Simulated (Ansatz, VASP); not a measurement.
# One calculation of CuI, two programs

Contents of POSCAR:

```
CuI
1.0
    3.8856065044      0.0000000000      0.0000000000
    0.0000000000      3.8856065044      0.0000000000
    0.0000000000      0.0000000000      6.0804341719
Cu I
2 2
Direct
    0.5000000000      0.5000000000      0.0000000000
    0.0000000000      0.0000000000      0.0000000000
    0.5000000000      0.0000000000      0.2857098839
    0.0000000000      0.5000000000      0.7142901161
```

INCAR.step1

```
SYSTEM = CuI
ALGO = Normal
EDIFF = 1E-4
ENCUT = 520
GGA = PE
ISMEAR = 0
LASPH = .True.
LCHARG = .False.
LREAL = .False.
LWAVE = .True.
NBANDS = 26
NELM = 80
PREC = Accurate
SIGMA = 0.01
```

Contents of INCAR.step2:

```
SYSTEM = CuI
ALGO = Normal
EDIFF = 1E-6
ENCUT = 520
ISIF = 2
ISMEAR = 0
ISTART = 1
LASPH = .True.
LCHARG = .False.
LMIXTAU = .True.
LREAL = .False.
LWAVE = .False.
METAGGA = R2SCAN
NBANDS = 26
NELM = 80
PREC = Accurate
SIGMA = 0.01
```

Contents of KPOINTS:

```
k-points
0
Gamma
  6 6 4
  0 0 0
```

Input for Ansatz:

```yaml
crystal:
  lattice:
    - [3.8856065044, 0.0, 0.0]
    - [0.0, 3.8856065044, 0.0]
    - [0.0, 0.0, 6.0804341719]
  atoms:
    - { symbol: Cu, position: [0.5, 0.5, 0.0] }
    - { symbol: Cu, position: [0.0, 0.0, 0.0] }
    - { symbol: I, position: [0.5, 0.0, 0.2857098839] }
    - { symbol: I, position: [0.0, 0.5, 0.7142901161] }
kpoints:
  mp_grid: { grid: [6, 6, 4] }
  band_path:
    path:
      - [0.0, 0.0, 0.0]
      - [0.0, 0.5, 0.0]
      - [0.5, 0.5, 0.0]
      - [0.0, 0.0, 0.5]
      - [0.0, 0.5, 0.5]
      - [0.5, 0.5, 0.5]
    npoints: 1
hamiltonian:
  xc: r2scan
scf:
  occupations: { method: fixed }
  n_extra_bands: 5
output:
  forces: true
  stress: true
  eigenvalues: true
```

Change from the starting cell: hydrostatic strain -4.2%.

Alike in both runs: task single point; functional r2SCAN; k mesh 6 × 6 × 4; no spin polarisation.

|  | VASP | Ansatz |
| --- | --- | --- |
| version | VASP 6.6.1 | Ansatz 0.2.0 |
| potentials or method | VASP PAW PBE potentials, release 64 (Cu, I) | plane waves, PAW |
| plane-wave cutoff (eV) | 520 | 500 |
| occupations | gaussian, width 0.01 eV | fixed |
| valence electrons in the cell | 36 | 72 |

Ansatz gave:

```
gap on the k mesh at the Fermi level (eV)                     : 2.10
pressure (GPa)                                                : 5.9
traceless stress, the component that is largest in VASP (GPa) : -0.79
rms of the force components (eV/Å)                            : 0.008
```

**Question.** What did VASP give for the same quantities?

**Answer.** gap on the k mesh at the Fermi level (eV): 2.10; pressure (GPa): 5.9; traceless stress, the component that is largest in VASP (GPa): -0.85; rms of the force components (eV/Å): 0.005.

VASP's potentials were made for PBE, not for r2SCAN. Atom by atom the forces differ by 0.003 eV/Å (rms over components). VASP's potentials hold 36 valence electrons a cell and Ansatz's 72, so a difference there can come from the potentials and not from the codes.

Neither program's run includes spin-orbit coupling.
